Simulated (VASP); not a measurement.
Sr:

```
Sr
1.0
     0.00000    3.04235    3.04235
     3.04235    0.00000    3.04235
     3.04235    3.04235    0.00000
Sr
1
Cartesian
  0.0000 0.0000 0.0000
```

| Property | Result |
| --- | --- |
| Program | VASP 6.6.1 |
| Task | relaxation of volume and atoms at fixed shape |
| Functional | LDA |
| Potentials or basis | VASP PAW LDA potentials, release 64 (Sr_sv) |
| Cutoff | 600 eV |
| k mesh | 13 × 13 × 13 |
| Occupations | gaussian, width 0.1 eV |
| Spin | no spin polarisation |

At the start: pressure -1.6 GPa; volume 56.32 Å³/atom.

Task: Where does the relaxation end?

Result: Over 3 steps the energy falls by 43.2 meV/atom and the volume is 48.69 Å³/atom (-13.5 %); space group Fm-3m (No. 225, to 0.1 Å) before and after.

The path:
```csv
step,energy change (eV),largest force (eV/Å),pressure (GPa),volume (Å³)
1,0.0000,0.0000,-1.60,56.32
2,-0.0344,0.0000,-0.83,51.86
3,-0.0432,0.0000,-0.06,48.69
```

Final structure:
```
Sr
1.0
     0.00000    2.89827    2.89827
     2.89827    0.00000    2.89827
     2.89827    2.89827    0.00000
Sr
1
Direct
  0.00000 0.00000 0.00000
```
